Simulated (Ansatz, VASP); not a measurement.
## Hg: VASP beside Ansatz

```xyz
2
Lattice="3.0358 0.0000 0.0000 -1.5179 2.6291 0.0000 0.0000 0.0000 5.6014" Properties=species:S:1:pos:R:3 pbc="T T T"
Hg    1.5179    0.8764    4.2011
Hg    0.0000    1.7527    1.4003
```

Alike in both runs: task single point; functional PBEsol; dispersion D3(BJ); k mesh 18 × 18 × 10; occupations gaussian, width 0.15 eV; no spin polarisation.

|  | VASP | Ansatz |
| --- | --- | --- |
| version | VASP 6.6.1 | Ansatz 0.2.0 |
| potentials or method | VASP PAW PBE potentials, release 64 (Hg), cutoff 520 eV | scalar-relativistic, plane waves, PAW |
| valence electrons in the cell | 24 | 40 |

VASP gave:

| Item | Value |
| --- | --- |
| gap on the k mesh at the Fermi level (eV) | none |
| pressure (GPa) | -0.6 |
| traceless stress, the component that is largest in VASP (GPa) | -1.40 |

What did Ansatz give for the same quantities?

gap on the k mesh at the Fermi level (eV): none; pressure (GPa): -1.1; traceless stress, the component that is largest in VASP (GPa): -1.20.

VASP's potentials were made for PBE, not for PBEsol. A gap of «none» marks a metal or a gap that the smearing closes. VASP's potentials hold 24 valence electrons a cell and Ansatz's 40, so a difference there can come from the potentials and not from the codes.

Spin-orbit coupling is off throughout.
